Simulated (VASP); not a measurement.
# Al (P6_3/mmc) in VASP: notebook

The runs below take Al through single point, with PBE.

Program: VASP 6.6.1. These are calculated values, not measurements. Logs are shortened: lines on timing, memory, paths and dates and some standing lists are left out, and cuts for length are marked.

## Step 1: The cell of the first run

It takes space group P6_3/mmc (No. 194, hexagonal). Conventional cell: a = 2.864 Å, b = 2.864 Å, c = 9.307 Å, α = 90.00°, β = 90.00°, γ = 120.00°. Within 3.8 Å of Al (site symmetry -6m2) lie 12 Al at 2.85 to 2.86 Å. Within 3.8 Å of Al (site symmetry -3m) lie 12 Al at 2.85 to 2.86 Å.

This isn't the form of Al at room conditions, which is fcc.

## Step 2: Single point, PBE

The input, INCAR:

```
SYSTEM = Al
PREC     = Accurate       ! precision mode
ENCUT    = 520            ! plane-wave cutoff, eV
EDIFF    = 1E-7           ! SCF threshold, eV
ISMEAR   = -1             ! smearing method
SIGMA    = 0.05           ! smearing width, eV
LREAL    = .FALSE.        ! projectors in reciprocal space
LASPH    = .TRUE.         ! aspherical terms in the spheres
NELM     = 60             ! most SCF steps
ALGO     = Normal         ! electronic algorithm
ISIF     = 2              ! what is computed and relaxed
LWAVE    = .FALSE.        ! write WAVECAR
LCHARG   = .FALSE.        ! write CHGCAR
GGA      = PE             ! functional
NBANDS   = 14             ! bands
```

The input, KPOINTS:

```
regular mesh
0
G
  11 11 3
  0 0 0
```

The input, POSCAR:

```
Al
1.0
    2.8642796724      0.0000000000      0.0000000000
   -1.4321398362      2.4805389598      0.0000000000
    0.0000000000      0.0000000000      9.3068752623
Al
4
Direct
    0.6666666667      0.3333333333      0.7500000000
    0.0000000000      0.0000000000      0.5000000000
    0.3333333333      0.6666666667      0.2500000000
    0.0000000000      0.0000000000      0.0000000000
```

Potentials or basis: VASP PAW PBE potentials, release 64 (Al).

Launch:

```
cat potpaw_PBE.64/Al/POTCAR > POTCAR
mpirun -np 1 vasp_std > vasp.out
```

OUTCAR:

```text
SYSTEM = Al
   PREC = Accurate
   ENCUT = 520
   EDIFF = 1E-7
   ISMEAR = -1
   LREAL = .FALSE.
   LASPH = .TRUE.
   NELM = 60
   ISIF = 2
   GGA = PE

 ion  position               nearest neighbor table
   1  0.667  0.333  0.750-   2 2.85   4 2.85   2 2.85   4 2.85   2 2.85   4 2.85
   2  0.000  0.000  0.500-   1 2.85   3 2.85   3 2.85   1 2.85   1 2.85   3 2.85
   3  0.333  0.667  0.250-   2 2.85   4 2.85   2 2.85   4 2.85   2 2.85   4 2.85
   4  0.000  0.000  0.000-   1 2.85   3 2.85   3 2.85   1 2.85   1 2.85   3 2.85

  LATTYP: Found a hexagonal cell.
 ALAT       =     2.8642796724
 C/A-ratio  =     3.2492899880

  Lattice vectors:

 A1 = (   2.8642796724,   0.0000000000,   0.0000000000)
 A2 = (  -1.4321398362,   2.4805389598,   0.0000000000)
 A3 = (   0.0000000000,   0.0000000000,   9.3068752623)

Analysis of symmetry for initial positions (statically):
=====================================================================
 Subroutine PRICEL returns:
 Original cell was already a primitive cell.

 Routine SETGRP: Setting up the symmetry group for a
 hexagonal supercell.

 Subroutine GETGRP returns: Found 24 space group operations
 (whereof 12 operations were pure point group operations)
 out of a pool of 24 trial point group operations.

The static configuration has the point symmetry D_3d.
 The point group associated with its full space group is D_6h.

Analysis of symmetry for dynamics (positions and initial velocities):
=====================================================================
 Subroutine PRICEL returns:
 Original cell was already a primitive cell.

 Routine SETGRP: Setting up the symmetry group for a
 hexagonal supercell.

 Subroutine GETGRP returns: Found 24 space group operations
 (whereof 12 operations were pure point group operations)
 out of a pool of 24 trial point group operations.

The dynamic configuration has the point symmetry D_3d.
 The point group associated with its full space group is D_6h.

 Subroutine INISYM returns: Found 24 space group operations
 (whereof 12 operations are pure point group operations),
 and found     1 'primitive' translations

----------------------------------------------------------------------------------------

                                     Primitive cell

  volume of cell :      66.1250

  direct lattice vectors                    reciprocal lattice vectors
     2.864279672  0.000000000  0.000000000     0.349127918  0.201569098  0.000000000
    -1.432139836  2.480538960  0.000000000     0.000000000  0.403138195  0.000000000
     0.000000000  0.000000000  9.306875262     0.000000000  0.000000000  0.107447448

  length of vectors
     2.864279672  2.864279672  9.306875262     0.403138195  0.403138195  0.107447448

  position of ions in fractional coordinates (direct lattice)
     0.666666667  0.333333333  0.750000000
     0.000000000  0.000000000  0.500000000
     0.333333333  0.666666667  0.250000000
     0.000000000  0.000000000  0.000000000

  ion indices of the primitive-cell ions
   primitive index   ion index
                 1           1
                 2           2
                 3           3
                 4           4

----------------------------------------------------------------------------------------

 KPOINTS: regular mesh

Automatic generation of k-mesh.
 Grid dimensions read from file:
 generate k-points for:   11   11    3

 Generating k-lattice:

  Cartesian coordinates                     Fractional coordinates (reciprocal lattice)
     0.031738902  0.018324463  0.000000000     0.090909091 -0.000000000  0.000000000
     0.000000000  0.036648927  0.000000000     0.000000000  0.090909091  0.000000000
     0.000000000  0.000000000  0.035815816     0.000000000  0.000000000  0.333333333

  Length of vectors
     0.036648927  0.036648927  0.035815816

  Shift w.r.t. Gamma in fractional coordinates (k-lattice)
     0.000000000  0.000000000  0.000000000

 Subroutine IBZKPT returns following result:
 ===========================================

 Found     32 irreducible k-points:

 Following reciprocal coordinates:
            Coordinates               Weight
  0.000000  0.000000  0.000000      1.000000
  0.090909 -0.000000  0.000000      6.000000
  0.181818 -0.000000  0.000000      6.000000
  0.272727 -0.000000  0.000000      6.000000
  0.363636  0.000000  0.000000      6.000000
  0.454545  0.000000  0.000000      6.000000
[... 16 lines left out ...]
  0.090909  0.090909  0.333333     12.000000
  0.181818  0.090909  0.333333     24.000000
 [... further k-points ...]
   k-points           NKPTS =     32   k-points in BZ     NKDIM =     32   number of bands    NBANDS=     14
   number of dos      NEDOS =    301   number of ions     NIONS =      4
   total plane-waves  NPLWV =  40320
   dimension x,y,z NGX =    24 NGY =   24 NGZ =   70
   dimension x,y,z NGXF=    48 NGYF=   48 NGZF=  140
   ions per type =               4
   NGX,Y,Z   is equivalent  to a cutoff of  13.93, 13.93, 12.50 a.u.
   NGXF,Y,Z  is equivalent  to a cutoff of  27.86, 27.86, 25.01 a.u.
 SYSTEM =  Al
   PREC   = accura    normal or accurate (medium, high low for compatibility)
   ISTART =      0    job   : 0-new  1-cont  2-samecut
   ICHARG =      2    charge: 1-file 2-atom 10-const
   ISPIN  =      1    spin polarized calculation?
   LNONCOLLINEAR =      F non collinear calculations
   LSORBIT =      F    spin-orbit coupling
   LASPH  =      T    aspherical Exc in radial PAW
   ENCUT  =  520.0 eV  38.22 Ry    6.18 a.u.   5.33  5.33 17.30*2*pi/ulx,y,z
   NELM   =     60;   NELMIN=  2; NELMDL= -5     # of ELM steps
   EDIFF  = 0.1E-06   stopping-criterion for ELM
   LREAL  =      F    real-space projection
   EDIFFG = 0.1E-05   stopping-criterion for IOM
   NSW    =      0    number of steps for IOM
   IBRION =     -1    ionic relax: 0-MD 1-quasi-New 2-CG
   NFREE  =      0    steps in history (QN), initial steepest desc. (CG)
   ISIF   =      2    stress and relaxation
   ISYM   =      2    0-nonsym 1-usesym 2-fastsym
   POTIM  = 0.5000    time-step for ionic-motion
   TEBEG  =    0.0;   TEEND  =   0.0 temperature during run
   PSTRESS=    0.0 pullay stress
   NELECT =      12.0000    total number of electrons
   NUPDOWN=      -1.0000    fix difference up-down
   EMIN   =  10.00;   EMAX   =-10.00  energy-range for DOS
   EFERMI =   0.00;   METHOD = LEGACY
   ISMEAR =    -1;   SIGMA  =   0.05  broadening in eV -4-tet -1-fermi 0-gaus
   EFERMI_NEDOS =   21; number of points for ismear=-14 and -15
   IALGO  =     38    algorithm
   IMIX   =      4    mixing-type and parameters
     AMIX     =   0.40;   BMIX     =  1.00
     AMIX_MAG =   1.60;   BMIX_MAG =  1.00
  volume/ion in A,a.u.               =      16.53       111.56
  Fermi-wavevector in a.u.,A,eV,Ry     =   0.926859  1.751509 11.688313  0.859067
  Thomas-Fermi vector in A             =   2.052866
   LORBIT       =      0    0 simple, 1 ext, 2 COOP (PROOUT), +10 PAW based schemes
   GGA     = PE    functional components
   LHFCALC =     F    Hartree Fock is set to
   AEXX    =    0.0000 exact exchange contribution
   IVDW    =     0    specifies the selected vdW correction
   LEPSILON=     F    determine dielectric tensor
   LRPA    =     F    only Hartree local field effects (RPA)
 non-spin polarized calculation
  energy-cutoff  :      520.00
  volume of cell :       66.12
 maximum number of plane-waves:      1797
 NGX is ok and might be reduce to    24
   NGX = 11   NGY = 11   NGZ = 35

 number of electron      12.0000000 magnetization

 Free energy of the ion-electron system (eV)
  ---------------------------------------------------
  ext. energy  EPLUGINS =         0.00000000
  ---------------------------------------------------
  free energy    TOTEN  =       -14.97660600 eV

  energy without entropy =      -14.96444499  energy(sigma->0) =      -14.97052550

 E-fermi :   7.9807     XC(G=0): -10.1903

 val. band max:        7.9612132176   @ k =   0.1818   0.1818   0.3333
 cond. band min:       7.9870186658   @ k =   0.3636   0.0000   0.0000
 fundamental gap:      0.0258054482
 Fermi energy:         7.9807483960

 k-point     1 :       0.0000    0.0000    0.0000
  band No.  band energies     occupation
      1      -3.1420      2.00000
      2      -1.4435      2.00000
      3      -1.4420      2.00000
      4       3.4221      2.00000
      5       3.6665      2.00000
      6      11.5070      0.00000
      7      11.5203      0.00000
      8      18.5449      0.00000
      9      18.5449      0.00000
     10      18.7535      0.00000
     11      18.7535      0.00000
     12      19.7589      0.00000
     13      19.7635      0.00000
     14      19.9582      0.00000

 k-point     2 :       0.0909   -0.0000    0.0000
  band No.  band energies     occupation
      1      -2.9434      2.00000
      2      -1.2472      2.00000
      3      -1.2457      2.00000
      4       3.6061      2.00000
      5       3.8606      2.00000
      6      11.6613      0.00000
      7      11.6841      0.00000
      8      15.7014      0.00000
      9      16.9470      0.00000
     10      17.0854      0.00000
     11      17.1709      0.00000
     12      18.3807      0.00000
     13      18.3951      0.00000
     14      18.4782      0.00000
[... 343 lines left out ...]
      1      -2.3578      2.00000
      2      -1.7922      2.00000
      3       0.4476      2.00000
      4       2.1039      2.00000
      5       6.4443      2.00000
      6       9.0773      0.00000
      7      14.0948      0.00000
      8      14.2206      0.00000
      9      14.7004      0.00000
     10      14.7512      0.00000
     11      15.4567      0.00000
     12      16.7504      0.00000
     13      16.8236      0.00000
     14      18.1367      0.00000

 k-point    24 :       0.1818    0.0909    0.3333
  band No.  band energies     occupation
      1      -1.5692      2.00000
      2      -1.0068      2.00000
      3       1.2200      2.00000
      4       2.8651      2.00000
      5       7.1576      2.00000
      6       9.6711      0.00000
      7      11.1013      0.00000
      8      11.5878      0.00000
      9      12.9851      0.00000
     10      13.2339      0.00000
     11      13.8812      0.00000
     12      15.0205      0.00000
     13      15.5139      0.00000
     14      16.3305      0.00000

 [... further k-points ...]

------------------------ aborting loop because EDIFF is reached ----------------------------------------

  FORCE on cell =-STRESS in cart. coord.  units (eV):
  Direction    XX          YY          ZZ          XY          YZ          ZX
  --------------------------------------------------------------------------------------
  -------------------------------------------------------------------------------------
  Total       -0.1490805     -0.1490805      0.5892157      0.0000000      0.0000000      0.0000000
  in kB       -3.6121525     -3.6121525     14.2764267      0.0000000      0.0000000      0.0000000
  external PRESSURE =       2.3507073 kB  Pullay stress =       0.0000000 kB

 VOLUME and BASIS-vectors are now :
 -----------------------------------------------------------------------------
  energy-cutoff  :      520.00
  volume of cell :       66.12
      direct lattice vectors                 reciprocal lattice vectors
     2.864279672  0.000000000  0.000000000     0.349127918  0.201569098  0.000000000
    -1.432139836  2.480538960  0.000000000     0.000000000  0.403138195  0.000000000
     0.000000000  0.000000000  9.306875262     0.000000000  0.000000000  0.107447448

 POSITION                                       TOTAL-FORCE (eV/Angst)
 -----------------------------------------------------------------------------------
      1.43214      0.82685      6.98016        -0.000000     -0.000000     -0.000000
      0.00000      0.00000      4.65344         0.000000      0.000000      0.000000
     -0.00000      1.65369      2.32672         0.000000      0.000000      0.000000
      0.00000      0.00000      0.00000         0.000000      0.000000      0.000000
 -----------------------------------------------------------------------------------
    total drift:                               -0.000000      0.000000      0.000000

  FREE ENERGIE OF THE ION-ELECTRON SYSTEM (eV)
  ---------------------------------------------------
  free  energy   TOTEN  =       -14.9766060024 eV

  energy  without entropy=      -14.9644449948  energy(sigma->0) =      -14.97052550
```

Wall time 36 s (1 thread of AMD EPYC 7R13, shared host); peak memory 0.15 GiB.

What came out:

- Free energy: -14.9766 eV
- Pressure: 0.2 GPa
- Band gap on the k mesh: zero (bands 6 and 7 overlap by 5.85 eV)

Stress tensor (GPa, compression positive):
```
-0.36  0.00  0.00
 0.00 -0.36  0.00
 0.00  0.00  1.43
```

## Step 3: Single point, PBE

This run uses another cell than the first one, of 16.85 Å³/atom.

The input, INCAR:

```
PREC     = Accurate       # precision mode
ENCUT    = 520            # plane-wave cutoff, eV
EDIFF    = 1E-7           # SCF threshold, eV
ISMEAR   = -1             # smearing method
SIGMA    = 0.05           # smearing width, eV
LREAL    = False          # projectors in reciprocal space
LASPH    = True           # aspherical terms in the spheres
NELM     = 80             # most SCF steps
ALGO     = Normal         # electronic algorithm
ISIF     = 2              # what is computed and relaxed
LWAVE    = False          # write WAVECAR
LCHARG   = False          # write CHGCAR
GGA      = PE             # functional
NBANDS   = 14             # bands
```

The input, KPOINTS:

```
Automatic mesh
0
Gamma
  11 11 3
```

The input, POSCAR:

```
Al
1.0
    2.8825239838      0.0000000000      0.0000000000
   -1.4412619919      2.4963389970      0.0000000000
    0.0000000000      0.0000000000      9.3661563209
Al
4
Direct
    0.6666666667      0.3333333333      0.7500000000
    0.0000000000      0.0000000000      0.5000000000
    0.3333333333      0.6666666667      0.2500000000
    0.0000000000      0.0000000000      0.0000000000
```

Potentials or basis: VASP PAW PBE potentials, release 64 (Al).

Launch:

```
cat potpaw_PBE.64/Al/POTCAR > POTCAR
mpirun -np 1 vasp_std > vasp.out
```

It took 34 s on 1 thread of AMD EPYC 7R13, shared host; peak memory 0.15 GiB.

The run converged. Its results:

* Free energy: -14.9728 eV
* Pressure: -1.2 GPa
* Band gap on the k mesh: zero (bands 6 and 7 overlap by 5.78 eV)

Stress tensor (GPa, compression positive):
```
-1.71  0.00  0.00
 0.00 -1.71  0.00
 0.00  0.00 -0.11
```

Levels at points of the mesh, in eV from the Fermi level:
```
           k point  band 3  band 4  band 5  band 6  band 7  band 8  band 9  band 10
(0.00, 0.00, 0.00)   -9.31   -4.48   -4.29    3.49    3.50   10.42   10.42    10.65
```
